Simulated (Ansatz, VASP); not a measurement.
CsPbBr3: VASP beside Ansatz

```
Cs Pb Br
1.0
     4.24516    2.45095    3.46841
    -4.24516    2.45095    3.46841
     0.00000   -4.90189    3.46841
Cs Pb Br
1 1 3
Direct
  0.00441 0.00441 0.00441
  0.49037 0.49037 0.49037
  0.48567 0.48567 0.98988
  0.48567 0.98988 0.48567
  0.98988 0.48567 0.48567
```

Change from the starting cell: species swapped into the CsGeCl3 type (R3m, No. 160).

Alike in both runs: functional PBE; k mesh 6 × 6 × 6; occupations gaussian, width 0.02 eV; no spin polarisation.

Ansatz relaxed the structure, and its values are those at the end. VASP's run is a single point on that final structure, the one shown.

|  | VASP | Ansatz |
| --- | --- | --- |
| version | VASP 6.6.1 | Ansatz 0.2.0 |
| potentials or method | VASP PAW PBE potentials, release 64 (Cs_sv, Pb_d, Br), cutoff 520 eV | scalar-relativistic, plane waves, PAW |
| valence electrons in the cell | 44 | 44 |

```csv
,VASP,Ansatz,Ansatz less VASP
gap on the k mesh at the Fermi level (eV),1.80,1.79,-0.006
least direct gap on the mesh (eV),1.80,1.79,-0.006
pressure (GPa),0.0,0.0,+0.01
```

Neither program's run includes spin-orbit coupling.
